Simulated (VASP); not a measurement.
# BaTiO3 in VASP: a series of runs

BaTiO3 is run at these levels: PBE; tasks: single point.

Program: VASP 6.6.1. These are calculated values, not measurements. Logs are shortened: lines on timing, memory, paths and dates and some standing lists are left out, and cuts for length are marked.

**1. The cell of the first run**

Symmetry: Pm-3m, No. 221, cubic system. Conventional cell: a = 4.019 Å, b = 4.019 Å, c = 4.019 Å, α = 90.00°, β = 90.00°, γ = 90.00°. Ba (site symmetry m-3m) has 12 O at 2.84 Å and 8 Ti at 3.48 Å within 3.7 Å. Ti (site symmetry m-3m) has 6 O at 2.01 Å within 2.7 Å. Within 2.7 Å of O (site symmetry 4/mmm) lie 2 Ti at 2.01 Å.

**2. Single point, PBE**

Contents of INCAR:

```
SYSTEM = BaTiO3
  PREC = Accurate
  ENCUT = 520
  EDIFF = 1E-6
  ISMEAR = 0
  SIGMA = 0.02
  LREAL = .FALSE.
  LASPH = .TRUE.
  NELM = 100
  ALGO = Normal
  ISIF = 2
  LWAVE = .FALSE.
  LCHARG = .FALSE.
  GGA = PE
  NBANDS = 28
```

Contents of KPOINTS:

```
Automatic mesh
0
G
  8 8 8
  0 0 0
```

Contents of POSCAR:

```
BaTiO3
1.0
    4.0192509343      0.0000000000      0.0000000000
    0.0000000000      4.0192509343      0.0000000000
    0.0000000000      0.0000000000      4.0192509343
Ba Ti O
1 1 3
Direct
    0.5000000000      0.5000000000      0.5000000000
    0.0000000000      0.0000000000      0.0000000000
    0.5000000000      0.0000000000      0.0000000000
    0.0000000000      0.5000000000      0.0000000000
    0.0000000000      0.0000000000      0.5000000000
```

Potentials or basis: VASP PAW PBE potentials, release 64 (Ba_sv, Ti_sv, O).

Run with:

```console
cat potpaw_PBE.64/Ba_sv/POTCAR potpaw_PBE.64/Ti_sv/POTCAR potpaw_PBE.64/O/POTCAR > POTCAR
mpirun -np 1 vasp_std > vasp.out
```

OUTCAR:

```text
SYSTEM = BaTiO3
   PREC = Accurate
   ENCUT = 520
   EDIFF = 1E-6
   ISMEAR = 0
   LREAL = .FALSE.
   LASPH = .TRUE.
   NELM = 100
   ISIF = 2
   GGA = PE

 ion  position               nearest neighbor table
   1  0.500  0.500  0.500-   3 2.84   4 2.84   5 2.84   3 2.84   4 2.84   3 2.84   5 2.84   3 2.84
                             4 2.84   5 2.84   4 2.84   5 2.84   2 3.48   2 3.48   2 3.48   2 3.48
   2  0.000  0.000  0.000-   3 2.01   4 2.01   5 2.01   5 2.01   4 2.01   3 2.01   1 3.48   1 3.48
                             1 3.48   1 3.48   1 3.48   1 3.48   1 3.48   1 3.48
   3  0.500  0.000  0.000-   2 2.01   2 2.01   1 2.84   1 2.84   1 2.84   1 2.84
   4  0.000  0.500  0.000-   2 2.01   2 2.01   1 2.84   1 2.84   1 2.84   1 2.84
   5  0.000  0.000  0.500-   2 2.01   2 2.01   1 2.84   1 2.84   1 2.84   1 2.84

  LATTYP: Found a simple cubic cell.
 ALAT       =     4.0192509343

  Lattice vectors:

 A1 = (   4.0192509343,   0.0000000000,   0.0000000000)
 A2 = (   0.0000000000,   4.0192509343,   0.0000000000)
 A3 = (   0.0000000000,   0.0000000000,   4.0192509343)

Analysis of symmetry for initial positions (statically):
=====================================================================
 Subroutine PRICEL returns:
 Original cell was already a primitive cell.

 Routine SETGRP: Setting up the symmetry group for a
 simple cubic supercell.

 Subroutine GETGRP returns: Found 48 space group operations
 (whereof 48 operations were pure point group operations)
 out of a pool of 48 trial point group operations.

The static configuration has the point symmetry O_h .

Analysis of symmetry for dynamics (positions and initial velocities):
=====================================================================
 Subroutine PRICEL returns:
 Original cell was already a primitive cell.

 Routine SETGRP: Setting up the symmetry group for a
 simple cubic supercell.

 Subroutine GETGRP returns: Found 48 space group operations
 (whereof 48 operations were pure point group operations)
 out of a pool of 48 trial point group operations.

The dynamic configuration has the point symmetry O_h .

 Subroutine INISYM returns: Found 48 space group operations
 (whereof 48 operations are pure point group operations),
 and found     1 'primitive' translations

----------------------------------------------------------------------------------------

                                     Primitive cell

  volume of cell :      64.9285

  direct lattice vectors                    reciprocal lattice vectors
     4.019250934  0.000000000  0.000000000     0.248802579  0.000000000  0.000000000
     0.000000000  4.019250934  0.000000000     0.000000000  0.248802579  0.000000000
     0.000000000  0.000000000  4.019250934     0.000000000  0.000000000  0.248802579

  length of vectors
     4.019250934  4.019250934  4.019250934     0.248802579  0.248802579  0.248802579

  position of ions in fractional coordinates (direct lattice)
     0.500000000  0.500000000  0.500000000
     0.000000000  0.000000000  0.000000000
     0.500000000  0.000000000  0.000000000
     0.000000000  0.500000000  0.000000000
     0.000000000  0.000000000  0.500000000

  ion indices of the primitive-cell ions
   primitive index   ion index
                 1           1
                 2           2
                 3           3
                 4           4
                 5           5

----------------------------------------------------------------------------------------

 KPOINTS: Automatic mesh

Automatic generation of k-mesh.
 Grid dimensions read from file:
 generate k-points for:    8    8    8

 Generating k-lattice:

  Cartesian coordinates                     Fractional coordinates (reciprocal lattice)
     0.031100322  0.000000000  0.000000000     0.125000000  0.000000000  0.000000000
     0.000000000  0.031100322  0.000000000     0.000000000  0.125000000  0.000000000
     0.000000000  0.000000000  0.031100322     0.000000000  0.000000000  0.125000000

  Length of vectors
     0.031100322  0.031100322  0.031100322

  Shift w.r.t. Gamma in fractional coordinates (k-lattice)
     0.000000000  0.000000000  0.000000000

 Subroutine IBZKPT returns following result:
 ===========================================

 Found     35 irreducible k-points:

 Following reciprocal coordinates:
            Coordinates               Weight
  0.000000  0.000000  0.000000      1.000000
  0.125000  0.000000  0.000000      6.000000
  0.250000  0.000000  0.000000      6.000000
  0.375000  0.000000  0.000000      6.000000
  0.500000  0.000000  0.000000      3.000000
  0.125000  0.125000  0.000000     12.000000
[... 16 lines left out ...]
  0.375000  0.375000  0.125000     24.000000
  0.500000  0.375000  0.125000     24.000000
 [... further k-points ...]
   k-points           NKPTS =     35   k-points in BZ     NKDIM =     35   number of bands    NBANDS=     28
   number of dos      NEDOS =    301   number of ions     NIONS =      5
   total plane-waves  NPLWV =  27000
   dimension x,y,z NGX =    30 NGY =   30 NGZ =   30
   dimension x,y,z NGXF=    60 NGYF=   60 NGZF=   60
   ions per type =               1   1   3
   NGX,Y,Z   is equivalent  to a cutoff of  12.41, 12.41, 12.41 a.u.
   NGXF,Y,Z  is equivalent  to a cutoff of  24.82, 24.82, 24.82 a.u.
 SYSTEM =  BaTiO3
   PREC   = accura    normal or accurate (medium, high low for compatibility)
   ISTART =      0    job   : 0-new  1-cont  2-samecut
   ICHARG =      2    charge: 1-file 2-atom 10-const
   ISPIN  =      1    spin polarized calculation?
   LNONCOLLINEAR =      F non collinear calculations
   LSORBIT =      F    spin-orbit coupling
   LASPH  =      T    aspherical Exc in radial PAW
   ENCUT  =  520.0 eV  38.22 Ry    6.18 a.u.   7.47  7.47  7.47*2*pi/ulx,y,z
   NELM   =    100;   NELMIN=  2; NELMDL= -5     # of ELM steps
   EDIFF  = 0.1E-05   stopping-criterion for ELM
   LREAL  =      F    real-space projection
   EDIFFG = 0.1E-04   stopping-criterion for IOM
   NSW    =      0    number of steps for IOM
   IBRION =     -1    ionic relax: 0-MD 1-quasi-New 2-CG
   NFREE  =      0    steps in history (QN), initial steepest desc. (CG)
   ISIF   =      2    stress and relaxation
   ISYM   =      2    0-nonsym 1-usesym 2-fastsym
   POTIM  = 0.5000    time-step for ionic-motion
   TEBEG  =    0.0;   TEEND  =   0.0 temperature during run
   PSTRESS=    0.0 pullay stress
   NELECT =      40.0000    total number of electrons
   NUPDOWN=      -1.0000    fix difference up-down
   EMIN   =  10.00;   EMAX   =-10.00  energy-range for DOS
   EFERMI =   0.00;   METHOD = LEGACY
   ISMEAR =     0;   SIGMA  =   0.02  broadening in eV -4-tet -1-fermi 0-gaus
   EFERMI_NEDOS =   21; number of points for ismear=-14 and -15
   IALGO  =     38    algorithm
   IMIX   =      4    mixing-type and parameters
     AMIX     =   0.40;   BMIX     =  1.00
     AMIX_MAG =   1.60;   BMIX_MAG =  1.00
  volume/ion in A,a.u.               =      12.99        87.63
  Fermi-wavevector in a.u.,A,eV,Ry     =   1.392995  2.632380 26.401240  1.940436
  Thomas-Fermi vector in A             =   2.516684
   LORBIT       =      0    0 simple, 1 ext, 2 COOP (PROOUT), +10 PAW based schemes
   GGA     = PE    functional components
   LHFCALC =     F    Hartree Fock is set to
   AEXX    =    0.0000 exact exchange contribution
   IVDW    =     0    specifies the selected vdW correction
   LEPSILON=     F    determine dielectric tensor
   LRPA    =     F    only Hartree local field effects (RPA)
 non-spin polarized calculation
 Gauss-broadening in eV      SIGMA  =   0.02
  energy-cutoff  :      520.00
  volume of cell :       64.93
 maximum number of plane-waves:      1775
 NGX is ok and might be reduce to    30
   NGX = 15   NGY = 15   NGZ = 15

 number of electron      39.9999976 magnetization

 Free energy of the ion-electron system (eV)
  ---------------------------------------------------
  ext. energy  EPLUGINS =         0.00000000
  ---------------------------------------------------
  free energy    TOTEN  =       -39.98177544 eV

  energy without entropy =      -39.98177544  energy(sigma->0) =      -39.98177544

 E-fermi :   3.9827     XC(G=0): -11.1943

 val. band max:        3.7374879022   @ k =   0.5000   0.5000   0.5000
 cond. band min:       5.4580233759   @ k =   0.0000   0.0000   0.0000
 fundamental gap:      1.7205354738
 Fermi energy:         3.9826673896

 k-point     1 :       0.0000    0.0000    0.0000
  band No.  band energies     occupation
      1     -52.9520      2.00000
      2     -29.1563      2.00000
      3     -29.1563      2.00000
      4     -29.1563      2.00000
      5     -21.1056      2.00000
      6     -13.1265      2.00000
[... 20 lines left out ...]
     27       8.7742      0.00000
     28      10.9838      0.00000

 k-point     2 :       0.1250    0.0000    0.0000
  band No.  band energies     occupation
      1     -52.9518      2.00000
      2     -29.1635      2.00000
      3     -29.1560      2.00000
      4     -29.1560      2.00000
      5     -21.0896      2.00000
      6     -13.1325      2.00000
[... 20 lines left out ...]
     27       9.0775      0.00000
     28      11.3565      0.00000

 k-point     3 :       0.2500    0.0000    0.0000
  band No.  band energies     occupation
      1     -52.9515      2.00000
      2     -29.1809      2.00000
      3     -29.1554      2.00000
      4     -29.1554      2.00000
      5     -21.0505      2.00000
      6     -13.1895      2.00000
[... 20 lines left out ...]
     27       9.8754      0.00000
     28      12.0479      0.00000

 k-point     4 :       0.3750    0.0000    0.0000
  band No.  band energies     occupation
      1     -52.9512      2.00000
      2     -29.1981      2.00000
      3     -29.1547      2.00000
      4     -29.1547      2.00000
      5     -21.0106      2.00000
      6     -13.2862      2.00000
[... 20 lines left out ...]
     27      10.8148      0.00000
     28      11.9324      0.00000

 k-point     5 :       0.5000    0.0000    0.0000
  band No.  band energies     occupation
      1     -52.9510      2.00000
      2     -29.2053      2.00000
      3     -29.1544      2.00000
      4     -29.1544      2.00000
      5     -20.9939      2.00000
      6     -13.3323      2.00000
[... 20 lines left out ...]
     27      11.2669      0.00000
     28      11.8838      0.00000

 k-point     6 :       0.1250    0.1250    0.0000
  band No.  band energies     occupation
      1     -52.9517      2.00000
      2     -29.1634      2.00000
      3     -29.1631      2.00000
      4     -29.1558      2.00000
      5     -21.0744      2.00000
      6     -13.1249      2.00000
[... 463 lines left out ...]
      5     -20.9615      2.00000
      6     -13.0034      2.00000
[... 20 lines left out ...]
     27      11.7635      0.00000
     28      12.2138      0.00000

 k-point    22 :       0.5000    0.2500    0.1250
  band No.  band energies     occupation
      1     -52.9504      2.00000
      2     -29.2033      2.00000
      3     -29.1781      2.00000
      4     -29.1606      2.00000
      5     -20.9482      2.00000
      6     -13.0077      2.00000
[... 20 lines left out ...]
     27      12.0197      0.00000
     28      12.1728      0.00000

 k-point    23 :       0.3750    0.3750    0.1250
  band No.  band energies     occupation
      1     -52.9502      2.00000
      2     -29.1955      2.00000
      3     -29.1952      2.00000
      4     -29.1602      2.00000
      5     -20.9343      2.00000
      6     -12.8516      2.00000
[... 20 lines left out ...]
     27      11.9243      0.00000
     28      12.5589      0.00000

 k-point    24 :       0.5000    0.3750    0.1250
  band No.  band energies     occupation
      1     -52.9501      2.00000
      2     -29.2023      2.00000
      3     -29.1949      2.00000
      4     -29.1599      2.00000
      5     -20.9229      2.00000
      6     -12.7962      2.00000
[... 20 lines left out ...]
     27      11.8683      0.00000
     28      12.6621      0.00000

 [... further k-points ...]

------------------------ aborting loop because EDIFF is reached ----------------------------------------

  FORCE on cell =-STRESS in cart. coord.  units (eV):
  Direction    XX          YY          ZZ          XY          YZ          ZX
  --------------------------------------------------------------------------------------
  -------------------------------------------------------------------------------------
  Total        0.6977620      0.6977620      0.6977620     -0.0000000      0.0000000      0.0000000
  in kB       17.2179934     17.2179934     17.2179934     -0.0000000      0.0000000      0.0000000
  external PRESSURE =      17.2179934 kB  Pullay stress =       0.0000000 kB

 VOLUME and BASIS-vectors are now :
 -----------------------------------------------------------------------------
  energy-cutoff  :      520.00
  volume of cell :       64.93
      direct lattice vectors                 reciprocal lattice vectors
     4.019250934  0.000000000  0.000000000     0.248802579  0.000000000  0.000000000
     0.000000000  4.019250934  0.000000000     0.000000000  0.248802579  0.000000000
     0.000000000  0.000000000  4.019250934     0.000000000  0.000000000  0.248802579

 POSITION                                       TOTAL-FORCE (eV/Angst)
 -----------------------------------------------------------------------------------
      2.00963      2.00963      2.00963         0.000000      0.000000      0.000000
      0.00000      0.00000      0.00000         0.000000      0.000000      0.000000
      2.00963      0.00000      0.00000         0.000000      0.000000      0.000000
      0.00000      2.00963      0.00000         0.000000      0.000000      0.000000
      0.00000      0.00000      2.00963         0.000000      0.000000      0.000000
 -----------------------------------------------------------------------------------
    total drift:                               -0.000000     -0.000000      0.000000

  FREE ENERGIE OF THE ION-ELECTRON SYSTEM (eV)
  ---------------------------------------------------
  free  energy   TOTEN  =       -39.9817754361 eV

  energy  without entropy=      -39.9817754361  energy(sigma->0) =      -39.98177544
```

Run time: 37 s. Hardware: 1 thread of AMD EPYC 9R14 (Zen 4), shared host; peak memory 0.17 GiB.

What came out:

```
Free energy            : -39.9818 eV
Pressure               : 1.7 GPa
Band gap on the k mesh : 1.72 eV (least direct gap 1.88 eV)
```

Caveat: spin-orbit coupling is left out, which moves the levels of the heavy elements.

**3. Single point, PBE (strain along c alone, the other axes held: -3.0 %)**

Contents of INCAR:

```
PREC = Accurate
ENCUT = 520
EDIFF = 1E-6
ISMEAR = 0
SIGMA = 0.02
LREAL = F
LASPH = T
NELM = 80
ALGO = Normal
ISIF = 2
LWAVE = F
LCHARG = F
GGA = PE
NBANDS = 28
```

Contents of KPOINTS:

```
Automatic mesh
0
Gamma
  8 8 8
```

Edit POSCAR of step 2 so:

```diff
@@ -4,3 +4,3 @@
     0.0000000000      4.0192509343      0.0000000000
-    0.0000000000      0.0000000000      4.0192509343
+    0.0000000000      0.0000000000      3.8986734063
 Ba Ti O
```

Potentials or basis: VASP PAW PBE potentials, release 64 (Ba_sv, Ti_sv, O).

Run with:

```console
cat potpaw_PBE.64/Ba_sv/POTCAR potpaw_PBE.64/Ti_sv/POTCAR potpaw_PBE.64/O/POTCAR > POTCAR
mpirun -np 1 vasp_std > vasp.out
```

It took 84 s on 1 thread of AMD EPYC 9R14 (Zen 4), shared host; peak memory 0.23 GiB.

Results (log left out):

```yaml
Free_energy: -39.8995 eV
Pressure: 7.5 GPa
Band_gap_on_the_k_mesh: 1.71 eV (least direct gap 1.84 eV)
```

Stress tensor (GPa, compression positive):
```
 5.21  0.00  0.00
 0.00  5.21  0.00
 0.00  0.00 11.99
```

Levels at points of the mesh, in eV from the valence-band top:
| k point | band 18 | band 19 | band 20 | band 21 | band 22 | band 23 |
| --- | --- | --- | --- | --- | --- | --- |
| (0.00, 0.00, 0.00) | -0.17 | -0.17 | -0.13 | 1.71 | 1.77 | 1.77 |
| (0.50, 0.00, 0.00) | -1.76 | -0.74 | -0.71 | 1.93 | 3.46 | 3.47 |
| (0.50, 0.50, 0.00) | -1.07 | -1.07 | -0.19 | 3.48 | 3.48 | 3.87 |
| (0.00, 0.00, 0.50) | -1.94 | -0.76 | -0.76 | 1.91 | 3.73 | 3.73 |
| (0.50, 0.00, 0.50) | -0.81 | -0.80 | -0.10 | 3.47 | 3.74 | 4.05 |
| (0.50, 0.50, 0.50) | -0.07 | 0.00 | 0.00 | 4.15 | 4.31 | 4.31 |

Caveat: the cell differs from its parent crystal (strain along c alone, the other axes held: -3.0 %); the stress differs along the axes, from 5 to 12 GPa; spin-orbit coupling is left out, which moves the levels of the heavy elements.

**4. Single point, PBE**

This run uses another cell than the first one, of 12.60 Å³/atom.

Contents of INCAR:

```
SYSTEM = BaTiO3
  PREC = Accurate
  ENCUT = 520
  EDIFF = 1E-7
  ISMEAR = 0
  SIGMA = 0.02
  LREAL = .False.
  LASPH = .True.
  NELM = 80
  ALGO = Normal
  ISIF = 2
  LWAVE = .False.
  LCHARG = .False.
  GGA = PE
  NBANDS = 28
```

Contents of KPOINTS:

```
regular mesh
0
Gamma
  8 8 8
  0 0 0
```

POSCAR is that of step 3.

Run with:

```console
cat potpaw_PBE.64/Ba_sv/POTCAR potpaw_PBE.64/Ti_sv/POTCAR potpaw_PBE.64/O/POTCAR > POTCAR
mpirun -np 1 vasp_std > vasp.out
```

It took 85 s on 1 thread of AMD EPYC 9R14 (Zen 4), shared host; peak memory 0.23 GiB.

It converged, with:

```yaml
Free_energy: -39.8995 eV
Pressure: 7.5 GPa
Band_gap_on_the_k_mesh: 1.71 eV (least direct gap 1.84 eV)
```

Stress tensor (GPa, compression positive):
```
 5.21  0.00  0.00
 0.00  5.21  0.00
 0.00  0.00 11.99
```

Levels at points of the mesh, in eV from the valence-band top:
| k point | band 16 | band 17 | band 18 | band 19 | band 20 | band 21 | band 22 | band 23 | band 24 | band 25 |
| --- | --- | --- | --- | --- | --- | --- | --- | --- | --- | --- |
| (0.00, 0.00, 0.00) | -1.18 | -1.07 | -0.17 | -0.17 | -0.13 | 1.71 | 1.77 | 1.77 | 3.89 | 4.10 |
| (0.50, 0.00, 0.00) | -1.97 | -1.76 | -1.76 | -0.74 | -0.71 | 1.93 | 3.46 | 3.47 | 4.05 | 6.03 |
| (0.50, 0.50, 0.00) | -2.64 | -1.73 | -1.07 | -1.07 | -0.19 | 3.48 | 3.48 | 3.87 | 5.09 | 7.60 |
| (0.00, 0.00, 0.50) | -2.11 | -2.01 | -1.94 | -0.76 | -0.76 | 1.91 | 3.73 | 3.73 | 3.90 | 6.17 |
| (0.50, 0.00, 0.50) | -2.77 | -1.74 | -0.81 | -0.80 | -0.10 | 3.47 | 3.74 | 4.05 | 4.77 | 7.85 |
| (0.50, 0.50, 0.50) | -2.55 | -2.23 | -0.07 | 0.00 | 0.00 | 4.15 | 4.31 | 4.31 | 6.67 | 6.82 |

Caveat: the stress differs along the axes, from 5 to 12 GPa; spin-orbit coupling is left out, which moves the levels of the heavy elements. A k mesh can miss the band edges.
